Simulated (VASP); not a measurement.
# MgO (Fm-3m) in VASP: single point with LDA

Aim: the single point of MgO with LDA.

All numbers are computed with VASP 6.6.1; they aren't measurements. Logs are shortened: lines on timing, memory, paths and dates and some standing lists are left out, and cuts for length are marked.

## 1. The cell of the first run

The structure is cubic, space group Fm-3m (No. 225). Conventional cell: a = 4.217 Å, b = 4.217 Å, c = 4.217 Å, α = 90.00°, β = 90.00°, γ = 90.00°. Mg (site symmetry m-3m) has 6 O at 2.11 Å within 2.8 Å. O (site symmetry m-3m) has 6 Mg at 2.11 Å within 2.8 Å.

## 2. Single point, LDA

INCAR reads:

```
PREC     = Accurate       # precision mode
ENCUT    = 840            # plane-wave cutoff, eV
EDIFF    = 1E-6           # SCF threshold, eV
ISMEAR   = -1             # smearing method
SIGMA    = 0.02           # smearing width, eV
LREAL    = False          # projectors in reciprocal space
LASPH    = True           # aspherical terms in the spheres
NELM     = 120            # most SCF steps
ALGO     = Normal         # electronic algorithm
ISIF     = 2              # what is computed and relaxed
LWAVE    = False          # write WAVECAR
LCHARG   = True           # write CHGCAR
LELF     = True           # ELF
LVHAR    = True         
NBANDS   = 15             # bands
GGA_COMPAT= False
```

KPOINTS reads:

```
regular mesh
0
Gamma
  8 8 8
```

POSCAR reads:

```
MgO
1.0
    0.0000000000      2.1085000000      2.1085000000
    2.1085000000      0.0000000000      2.1085000000
    2.1085000000      2.1085000000      0.0000000000
Mg O
1 1
Direct
    0.0000000000      0.0000000000      0.0000000000
    0.5000000000      0.5000000000      0.5000000000
```

Potentials or basis: VASP PAW LDA potentials, release 64 (Mg_sv, O).

Command:

```console
> cat potpaw_LDA.64/Mg_sv/POTCAR potpaw_LDA.64/O/POTCAR > POTCAR
> mpirun -np 1 vasp_std > vasp.out
```

OUTCAR:

```text
PREC = Accurate
   ENCUT = 840
   EDIFF = 1E-6
   ISMEAR = -1
   LREAL = False
   LASPH = True
   NELM = 120
   ISIF = 2

 ion  position               nearest neighbor table
   1  0.000  0.000  0.000-   2 2.11   2 2.11   2 2.11   2 2.11   2 2.11   2 2.11
   2  0.500  0.500  0.500-   1 2.11   1 2.11   1 2.11   1 2.11   1 2.11   1 2.11

  LATTYP: Found a face centered cubic cell.
 ALAT       =     4.2170000000

  Lattice vectors:

 A1 = (   0.0000000000,   2.1085000000,   2.1085000000)
 A2 = (   2.1085000000,   0.0000000000,   2.1085000000)
 A3 = (   2.1085000000,   2.1085000000,   0.0000000000)

Analysis of symmetry for initial positions (statically):
=====================================================================
 Subroutine PRICEL returns:
 Original cell was already a primitive cell.

 Routine SETGRP: Setting up the symmetry group for a
 face centered cubic supercell.

 Subroutine GETGRP returns: Found 48 space group operations
 (whereof 48 operations were pure point group operations)
 out of a pool of 48 trial point group operations.

The static configuration has the point symmetry O_h .

Analysis of symmetry for dynamics (positions and initial velocities):
=====================================================================
 Subroutine PRICEL returns:
 Original cell was already a primitive cell.

 Routine SETGRP: Setting up the symmetry group for a
 face centered cubic supercell.

 Subroutine GETGRP returns: Found 48 space group operations
 (whereof 48 operations were pure point group operations)
 out of a pool of 48 trial point group operations.

The dynamic configuration has the point symmetry O_h .

 Subroutine INISYM returns: Found 48 space group operations
 (whereof 48 operations are pure point group operations),
 and found     1 'primitive' translations

----------------------------------------------------------------------------------------

                                     Primitive cell

  volume of cell :      18.7478

  direct lattice vectors                    reciprocal lattice vectors
     0.000000000  2.108500000  2.108500000    -0.237135404  0.237135404  0.237135404
     2.108500000  0.000000000  2.108500000     0.237135404 -0.237135404  0.237135404
     2.108500000  2.108500000  0.000000000     0.237135404  0.237135404 -0.237135404

  length of vectors
     2.981869296  2.981869296  2.981869296     0.410730569  0.410730569  0.410730569

  position of ions in fractional coordinates (direct lattice)
     0.000000000  0.000000000  0.000000000
     0.500000000  0.500000000  0.500000000

  ion indices of the primitive-cell ions
   primitive index   ion index
                 1           1
                 2           2

----------------------------------------------------------------------------------------

 KPOINTS: regular mesh

Automatic generation of k-mesh.
 Grid dimensions read from file:
 generate k-points for:    8    8    8

 Generating k-lattice:

  Cartesian coordinates                     Fractional coordinates (reciprocal lattice)
    -0.029641926  0.029641926  0.029641926     0.125000000  0.000000000  0.000000000
     0.029641926 -0.029641926  0.029641926     0.000000000  0.125000000  0.000000000
     0.029641926  0.029641926 -0.029641926     0.000000000  0.000000000  0.125000000

  Length of vectors
     0.051341321  0.051341321  0.051341321

  Shift w.r.t. Gamma in fractional coordinates (k-lattice)
     0.000000000  0.000000000  0.000000000

 Subroutine IBZKPT returns following result:
 ===========================================

 Found     29 irreducible k-points:

 Following reciprocal coordinates:
            Coordinates               Weight
  0.000000  0.000000  0.000000      1.000000
  0.125000  0.000000  0.000000      8.000000
  0.250000  0.000000  0.000000      8.000000
  0.375000  0.000000  0.000000      8.000000
  0.500000  0.000000  0.000000      4.000000
  0.125000  0.125000  0.000000      6.000000
[... 16 lines left out ...]
  0.500000  0.250000  0.125000     48.000000
 -0.375000  0.250000  0.125000     24.000000
 [... further k-points ...]
   k-points           NKPTS =     29   k-points in BZ     NKDIM =     29   number of bands    NBANDS=     15
   number of dos      NEDOS =    301   number of ions     NIONS =      2
   total plane-waves  NPLWV =  21952
   dimension x,y,z NGX =    28 NGY =   28 NGZ =   28
   dimension x,y,z NGXF=    56 NGYF=   56 NGZF=   56
   ions per type =               1   1
   NGX,Y,Z   is equivalent  to a cutoff of  15.61, 15.61, 15.61 a.u.
   NGXF,Y,Z  is equivalent  to a cutoff of  31.22, 31.22, 31.22 a.u.
 SYSTEM =  unknown system
   PREC   = accura    normal or accurate (medium, high low for compatibility)
   ISTART =      0    job   : 0-new  1-cont  2-samecut
   ICHARG =      2    charge: 1-file 2-atom 10-const
   ISPIN  =      1    spin polarized calculation?
   LNONCOLLINEAR =      F non collinear calculations
   LSORBIT =      F    spin-orbit coupling
   LASPH  =      T    aspherical Exc in radial PAW
   ENCUT  =  840.0 eV  61.74 Ry    7.86 a.u.   7.05  7.05  7.05*2*pi/ulx,y,z
   NELM   =    120;   NELMIN=  2; NELMDL= -5     # of ELM steps
   EDIFF  = 0.1E-05   stopping-criterion for ELM
   LREAL  =      F    real-space projection
   EDIFFG = 0.1E-04   stopping-criterion for IOM
   NSW    =      0    number of steps for IOM
   IBRION =     -1    ionic relax: 0-MD 1-quasi-New 2-CG
   NFREE  =      0    steps in history (QN), initial steepest desc. (CG)
   ISIF   =      2    stress and relaxation
   ISYM   =      2    0-nonsym 1-usesym 2-fastsym
   POTIM  = 0.5000    time-step for ionic-motion
   TEBEG  =    0.0;   TEEND  =   0.0 temperature during run
   PSTRESS=    0.0 pullay stress
   NELECT =      16.0000    total number of electrons
   NUPDOWN=      -1.0000    fix difference up-down
   EMIN   =  10.00;   EMAX   =-10.00  energy-range for DOS
   EFERMI =   0.00;   METHOD = LEGACY
   ISMEAR =    -1;   SIGMA  =   0.02  broadening in eV -4-tet -1-fermi 0-gaus
   EFERMI_NEDOS =   21; number of points for ismear=-14 and -15
   IALGO  =     38    algorithm
   IMIX   =      4    mixing-type and parameters
     AMIX     =   0.40;   BMIX     =  1.00
     AMIX_MAG =   1.60;   BMIX_MAG =  1.00
  volume/ion in A,a.u.               =       9.37        63.26
  Fermi-wavevector in a.u.,A,eV,Ry     =   1.552856  2.934473 32.808574  2.411362
  Thomas-Fermi vector in A             =   2.657171
   LORBIT       =      0    0 simple, 1 ext, 2 COOP (PROOUT), +10 PAW based schemes
   GGA     = CA    functional components
   LHFCALC =     F    Hartree Fock is set to
   AEXX    =    0.0000 exact exchange contribution
   IVDW    =     0    specifies the selected vdW correction
   LEPSILON=     F    determine dielectric tensor
   LRPA    =     F    only Hartree local field effects (RPA)
 non-spin polarized calculation
  energy-cutoff  :      840.00
  volume of cell :       18.75
 maximum number of plane-waves:      1056
   NGX = 15   NGY = 15   NGZ = 15

 number of electron      15.9999995 magnetization

 Free energy of the ion-electron system (eV)
  ---------------------------------------------------
  ext. energy  EPLUGINS =         0.00000000
  ---------------------------------------------------
  free energy    TOTEN  =       -13.22243212 eV

  energy without entropy =      -13.22243212  energy(sigma->0) =      -13.22243212

 E-fermi :   3.1119     XC(G=0): -11.9150

 val. band max:        2.5549366137   @ k =   0.0000   0.0000   0.0000
 cond. band min:       7.1891986427   @ k =   0.0000   0.0000   0.0000
 fundamental gap:      4.6342620290
 Fermi energy:         3.1119236244

 k-point     1 :       0.0000    0.0000    0.0000
  band No.  band energies     occupation
      1     -68.7936      2.00000
      2     -36.2550      2.00000
      3     -36.2550      2.00000
      4     -36.2550      2.00000
      5     -14.4115      2.00000
      6       2.5549      2.00000
      7       2.5549      2.00000
      8       2.5549      2.00000
      9       7.1892      0.00000
     10      18.0657      0.00000
     11      18.0657      0.00000
     12      18.0657      0.00000
     13      22.0833      0.00000
     14      23.7147      0.00000
     15      23.7147      0.00000

 k-point     2 :       0.1250    0.0000    0.0000
  band No.  band energies     occupation
      1     -68.7920      2.00000
      2     -36.2682      2.00000
      3     -36.2563      2.00000
      4     -36.2563      2.00000
      5     -14.2379      2.00000
      6       1.5924      2.00000
      7       2.4500      2.00000
      8       2.4500      2.00000
      9       8.0952      0.00000
     10      16.4180      0.00000
     11      18.4212      0.00000
     12      18.4212      0.00000
     13      22.7220      0.00000
     14      22.7220      0.00000
     15      24.1713      0.00000

 k-point     3 :       0.2500    0.0000    0.0000
  band No.  band energies     occupation
      1     -68.7888      2.00000
      2     -36.3002      2.00000
      3     -36.2596      2.00000
      4     -36.2596      2.00000
      5     -13.7864      2.00000
      6      -0.1291      2.00000
      7       2.2084      2.00000
      8       2.2084      2.00000
      9       9.5113      0.00000
     10      14.8922      0.00000
     11      18.8971      0.00000
     12      18.8971      0.00000
     13      22.3320      0.00000
     14      22.3320      0.00000
     15      24.1950      0.00000
[... 343 lines left out ...]
 k-point    23 :       0.5000    0.2500    0.1250
  band No.  band energies     occupation
      1     -68.7837      2.00000
      2     -36.3231      2.00000
      3     -36.2839      2.00000
      4     -36.2690      2.00000
      5     -13.0742      2.00000
      6      -1.1914      2.00000
      7       0.8086      2.00000
      8       1.6750      2.00000
      9      11.8698      0.00000
     10      13.9878      0.00000
     11      16.1656      0.00000
     12      19.3534      0.00000
     13      21.9102      0.00000
     14      24.6029      0.00000
     15      28.1732      0.00000

 k-point    24 :      -0.3750    0.2500    0.1250
  band No.  band energies     occupation
      1     -68.7827      2.00000
      2     -36.3304      2.00000
      3     -36.2862      2.00000
      4     -36.2717      2.00000
      5     -12.8976      2.00000
      6      -1.4927      2.00000
      7       0.6000      2.00000
      8       1.5542      2.00000
      9      12.0367      0.00000
     10      14.5269      0.00000
     11      15.7411      0.00000
     12      19.1113      0.00000
     13      22.7712      0.00000
     14      24.2557      0.00000
     15      28.3108      0.00000

 [... further k-points ...]

------------------------ aborting loop because EDIFF is reached ----------------------------------------

  FORCE on cell =-STRESS in cart. coord.  units (eV):
  Direction    XX          YY          ZZ          XY          YZ          ZX
  --------------------------------------------------------------------------------------
  -------------------------------------------------------------------------------------
  Total       -0.7102439     -0.7102439     -0.7102439      0.0000000      0.0000000     -0.0000000
  in kB      -60.6970041    -60.6970041    -60.6970041      0.0000000      0.0000000     -0.0000000
  external PRESSURE =     -60.6970041 kB  Pullay stress =       0.0000000 kB

 VOLUME and BASIS-vectors are now :
 -----------------------------------------------------------------------------
  energy-cutoff  :      840.00
  volume of cell :       18.75
      direct lattice vectors                 reciprocal lattice vectors
     0.000000000  2.108500000  2.108500000    -0.237135404  0.237135404  0.237135404
     2.108500000  0.000000000  2.108500000     0.237135404 -0.237135404  0.237135404
     2.108500000  2.108500000  0.000000000     0.237135404  0.237135404 -0.237135404

 POSITION                                       TOTAL-FORCE (eV/Angst)
 -----------------------------------------------------------------------------------
      0.00000      0.00000      0.00000        -0.000000     -0.000000     -0.000000
      2.10850      2.10850      2.10850         0.000000      0.000000      0.000000
 -----------------------------------------------------------------------------------
    total drift:                                0.000000      0.000000      0.000000

  FREE ENERGIE OF THE ION-ELECTRON SYSTEM (eV)
  ---------------------------------------------------
  free  energy   TOTEN  =       -13.2224321176 eV

  energy  without entropy=      -13.2224321176  energy(sigma->0) =      -13.22243212
```

It took 16 s on 1 thread of AMD EPYC 7R43 (Zen 3), shared host; peak memory 0.11 GiB.

What came out:

| Quantity | Value |
| --- | --- |
| Free energy | -13.2224 eV |
| Pressure | -6.1 GPa |
| Band gap on the k mesh | 4.63 eV |

Caveat: the cell stands under tension. As with any semilocal functional, this LDA gap is likely too small.
